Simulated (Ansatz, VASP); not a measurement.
## Cs2AgBiBr6 in VASP and in Ansatz

```
Cs Ag Bi Br
1.0
     0.00000    5.62479    5.62479
     5.62479    0.00000    5.62479
     5.62479    5.62479    0.00000
Cs Ag Bi Br
2 1 1 6
Direct
  0.25000 0.25000 0.25000
  0.75000 0.75000 0.75000
  0.50000 0.50000 0.50000
  0.00000 0.00000 0.00000
  0.25312 0.74688 0.25312
  0.25312 0.74688 0.74688
  0.74688 0.25312 0.74688
  0.74688 0.25312 0.25312
  0.25312 0.25312 0.74688
  0.74688 0.74688 0.25312
```

Alike in both runs: functional PBE; k mesh 4 × 4 × 4; occupations gaussian, width 0.02 eV; no spin polarisation.

Ansatz relaxed the structure, and its values are those at the end. VASP's run is a single point on that final structure, the one shown.

```csv
,VASP,Ansatz
version,VASP 6.6.1,Ansatz 0.2.0
potentials or method,"VASP PAW PBE potentials, release 64 (Cs_sv, Ag, Bi_d, Br), cutoff 520 eV","scalar-relativistic, plane waves, PAW"
valence electrons in the cell,86,94
```

Ansatz gave:

* gap on the k mesh at the Fermi level (eV): 1.22
* least direct gap on the mesh (eV): 2.41
* pressure (GPa): 1.5

Problem. Estimate VASP's values.

Solution. gap on the k mesh at the Fermi level (eV): 1.23; least direct gap on the mesh (eV): 2.42; pressure (GPa): 1.5.

VASP's potentials hold 86 valence electrons a cell and Ansatz's 94, so a difference there can come from the potentials and not from the codes. Ansatz's warnings: stress scf threshold loose.

Neither program's run includes spin-orbit coupling.
